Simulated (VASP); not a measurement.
Here is a VASP 6.6.1 calculation.

The input INCAR:

```
  PREC = Accurate
  ENCUT = 560
  EDIFF = 1E-6
  ISMEAR = 0
  SIGMA = 0.15
  LREAL = F
  LASPH = T
  NELM = 120
  ALGO = Normal
  ISIF = 2
  LWAVE = F
  LCHARG = F
  GGA = CA
  NBANDS = 24
  GGA_COMPAT = F
```

Contents of KPOINTS:

```
regular mesh
0
Gamma
  18 18 10
```

File POSCAR:

```
Ir
1.0
    2.7052686553      0.0000000000      0.0000000000
   -1.3526343277      2.3428313795      0.0000000000
    0.0000000000      0.0000000000      4.6056000000
Ir
2
Direct
    0.6666666667      0.3333333333      0.7500000000
    0.3333333333      0.6666666667      0.2500000000
```

Potentials or basis: VASP PAW LDA potentials, release 64 (Ir_sv_GW).

Launch:

```console
$ cat potpaw_LDA.64/Ir_sv_GW/POTCAR > POTCAR
$ mpirun -np 1 vasp_std > vasp.out
```

Task: What does it give for the band gap on the k mesh?

Result: Zero (bands 17 and 18 overlap by 3.47 eV).

Task: Estimate the pressure.

Result: -16.9 GPa.

Stress tensor (GPa, compression positive):
```
-11.60   0.00   0.00
  0.00 -11.60   0.00
  0.00   0.00 -27.61
```

Caveat: the stress differs along the axes, from -28 to -12 GPa; spin-orbit coupling is left out, which moves the levels of the heavy elements.
